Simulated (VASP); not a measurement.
Ni, 1 atom in the cell. It takes space group Fm-3m (No. 225, cubic). The conventional cell has a = 3.548 Å, b = 3.548 Å, c = 3.548 Å, α = 90.00°, β = 90.00°, γ = 90.00°. Ni (site symmetry m-3m) has 12 Ni at 2.51 Å within 3.3 Å. 

| Item | Value |
| --- | --- |
| Program | VASP 6.6.1 |
| Task | electric field gradients |
| Functional | LDA |
| Potentials or basis | VASP PAW LDA potentials, release 64 (Ni) |
| Cutoff | 520 eV |
| k mesh | 20 × 20 × 20 |
| Occupations | fermi-dirac, width 0.05 eV |
| Spin | collinear spin, ferromagnetic start |
| Starting moments | [1.5] μB |
| Dipole correction | no |
| Further INCAR settings | ALGO = Normal; EDIFF = 1e-08; NBANDS = 15 |

Potentials or basis: VASP PAW LDA potentials, release 64 (Ni).

Launch:

```sh
$ cat potpaw_LDA.64/Ni/POTCAR > POTCAR
$ mpirun -np 1 vasp_std > vasp.out
```

Hardware: 1 thread of Intel(R) Xeon(R) Platinum 8259CL CPU @ 2.50GHz (Skylake/Cascade Lake) (shared host).

Question: Estimate the wall time of this run.

Answer: It took 92 s on 1 thread of Intel(R) Xeon(R) Platinum 8259CL CPU @ 2.50GHz (Skylake/Cascade Lake), with other jobs on the host, peak memory 0.17 GiB. Counts: scf iterations 15, k points 256.
